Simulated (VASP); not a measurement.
# Lu2NF3 (P-4m2) in VASP: notebook, part 2 of 2

VASP 6.6.1. The steps go on from the part before.

## 4. Single point, PBE

The input, INCAR:

```
SYSTEM = Lu2NF3
PREC = Accurate
ENCUT = 520
EDIFF = 1E-7
ISMEAR = 0
SIGMA = 0.02
LREAL = .False.
LASPH = .True.
NELM = 60
ALGO = Normal
ISIF = 2
LWAVE = .False.
LCHARG = .True.
GGA = PE
LELF = .True.
LVHAR = .True.
NBANDS = 47
```

The input, KPOINTS:

```
regular mesh
0
Gamma
  8 8 6
  0 0 0
```

The input, POSCAR:

```
Lu2NF3
1.0
    3.8253452085      0.0000000000      0.0000000000
    0.0000000000      3.8253452085      0.0000000000
    0.0000000000      0.0000000000      5.4946383875
Lu N F
2 1 3
Direct
    0.5000000000      0.0000000000      0.2156470104
    0.0000000000      0.5000000000      0.7843529896
    0.0000000000      0.0000000000      0.0000000000
    0.5000000000      0.5000000000      0.0000000000
    0.5000000000      0.5000000000      0.5000000000
    0.0000000000      0.0000000000      0.5000000000
```

Potentials or basis: VASP PAW PBE potentials, release 64 (Lu, N, F).

On the command line:

```console
$ cat potpaw_PBE.64/Lu/POTCAR potpaw_PBE.64/N/POTCAR potpaw_PBE.64/F/POTCAR > POTCAR
$ mpirun -np 1 vasp_std > vasp.out
```

OUTCAR:

```text
SYSTEM = Lu2NF3
   PREC = Accurate
   ENCUT = 520
   EDIFF = 1E-7
   ISMEAR = 0
   LREAL = .False.
   LASPH = .True.
   NELM = 60
   ISIF = 2
   GGA = PE

 ion  position               nearest neighbor table
   1  0.500  0.000  0.216-   3 2.25   4 2.25   4 2.25   3 2.25   5 2.47   5 2.47   6 2.47   6 2.47
                             2 3.60   2 3.60   2 3.60   2 3.60
   2  0.000  0.500  0.784-   3 2.25   4 2.25   3 2.25   4 2.25   5 2.47   6 2.47   6 2.47   5 2.47
                             1 3.60   1 3.60   1 3.60   1 3.60
   3  0.000  0.000  0.000-   1 2.25   2 2.25   2 2.25   1 2.25
   4  0.500  0.500  0.000-   1 2.25   2 2.25   1 2.25   2 2.25
   5  0.500  0.500  0.500-   1 2.47   2 2.47   1 2.47   2 2.47
   6  0.000  0.000  0.500-   1 2.47   2 2.47   2 2.47   1 2.47

  LATTYP: Found a simple tetragonal cell.
 ALAT       =     3.8253452085
 C/A-ratio  =     1.4363771341

  Lattice vectors:

 A1 = (   3.8253452085,   0.0000000000,   0.0000000000)
 A2 = (   0.0000000000,   3.8253452085,   0.0000000000)
 A3 = (   0.0000000000,   0.0000000000,   5.4946383875)

Analysis of symmetry for initial positions (statically):
=====================================================================
[... 179 lines left out ...]

 E-fermi :   3.1992     XC(G=0): -11.0322

 val. band max:        3.0334547814   @ k =   0.5000   0.5000   0.0000
 cond. band min:       5.0899249612   @ k =   0.0000   0.0000   0.0000
 fundamental gap:      2.0564701799
 Fermi energy:         3.1992367684

 k-point     1 :       0.0000    0.0000    0.0000
  band No.  band energies     occupation
      1     -52.5729      2.00000
      2     -52.5558      2.00000
      3     -24.3065      2.00000
      4     -23.5207      2.00000
      5     -23.5207      2.00000
      6     -23.2357      2.00000
[... 1189 lines left out ...]
     46       9.8216      0.00000
     47      10.5597      0.00000

 [... further k-points ...]
[... 5 lines left out ...]
  --------------------------------------------------------------------------------------
  -------------------------------------------------------------------------------------
  Total        0.3391471      0.3391471      0.2903086      0.0000000      0.0000000      0.0000000
  in kB        6.7580027      6.7580027      5.7848242      0.0000000      0.0000000      0.0000000
  external PRESSURE =       6.4336099 kB  Pullay stress =       0.0000000 kB

 VOLUME and BASIS-vectors are now :
 -----------------------------------------------------------------------------
  energy-cutoff  :      520.00
  volume of cell :       80.40
      direct lattice vectors                 reciprocal lattice vectors
     3.825345208  0.000000000  0.000000000     0.261414316  0.000000000  0.000000000
     0.000000000  3.825345208  0.000000000     0.000000000  0.261414316  0.000000000
     0.000000000  0.000000000  5.494638388     0.000000000  0.000000000  0.181995598

 POSITION                                       TOTAL-FORCE (eV/Angst)
 -----------------------------------------------------------------------------------
      1.91267      0.00000      1.18490        -0.000000     -0.000000      0.079381
      0.00000      1.91267      4.30974         0.000000      0.000000     -0.079381
      0.00000      0.00000      0.00000        -0.000000      0.000000      0.000000
      1.91267      1.91267      0.00000        -0.000000      0.000000      0.000000
      1.91267      1.91267      2.74732        -0.000000     -0.000000      0.000000
      0.00000      0.00000      2.74732        -0.000000      0.000000      0.000000
 -----------------------------------------------------------------------------------
    total drift:                                0.000000      0.000000      0.000000

  FREE ENERGIE OF THE ION-ELECTRON SYSTEM (eV)
  ---------------------------------------------------
  free  energy   TOTEN  =       -41.3175747434 eV

  energy  without entropy=      -41.3175747434  energy(sigma->0) =      -41.31757474
```

stdout:

```text
POSCAR found type information on POSCAR LuN F
 POSCAR found :  3 types and       6 ions
 scaLAPACK will be used
 LDA part: xc-table for (Slater+PW92), standard interpolation
 POSCAR, INCAR and KPOINTS ok, starting setup
 FFT: planning ... GRIDC
 FFT: planning ... GRID_SOFT
 FFT: planning ... GRID
 WAVECAR not read
 entering main loop
```

Run time: 2.9 min. Hardware: 1 thread of Intel Xeon 6975P-C (Granite Rapids), shared host; peak memory 0.3 GiB.

What came out:

```
Free energy            : -41.3176 eV
Pressure               : 0.6 GPa
Largest force          : 0.079 eV/Å
Band gap on the k mesh : 2.06 eV, indirect (least direct gap 2.96 eV)
```

Forces in eV/Å, atoms in the order of the input:
```
Lu   0.000  0.000  0.079
Lu   0.000  0.000 -0.079
N    0.000  0.000  0.000
F    0.000  0.000  0.000
F    0.000  0.000  0.000
F    0.000  0.000  0.000
```

Caveat: spin-orbit coupling is left out, which moves the levels of the heavy elements.

## 5. Overview

| task | cell | k mesh | cutoff (eV) | smearing | gap on the mesh (eV) | pressure (GPa) | largest force (eV/Å) |
| --- | --- | --- | --- | --- | --- | --- | --- |
| single point | a = 3.827, b = 3.827, c = 5.493 Å, 6 atoms | 3 × 3 × 2 | 520 | gaussian 0.15 eV | 2.53 | 0.6 | 0.07 |
| relaxation of cell and atoms | relaxed from a = 3.960, b = 3.960, c = 5.600 Å, 6 atoms | 3 × 3 × 2 | 600 | gaussian 0.15 eV | 2.51 | 0.4 | 0.08 |
| single point | a = 3.825, b = 3.825, c = 5.495 Å, 6 atoms | 8 × 8 × 6 | 520 | gaussian 0.02 eV | 2.06 | 0.6 | 0.08 |

Alike in all rows: level PBE; potentials or basis VASP PAW PBE potentials, release 64 (Lu, N, F); no spin polarisation.

Caveats: some runs use coarse meshes; spin-orbit coupling is left out, which moves the levels of the heavy elements; the relaxation stopped at a loose force limit of 0.08 eV/Å, so its end isn't a converged minimum (some runs).

Total energies depend on the potentials used, so only differences within one code and one set of settings carry meaning.
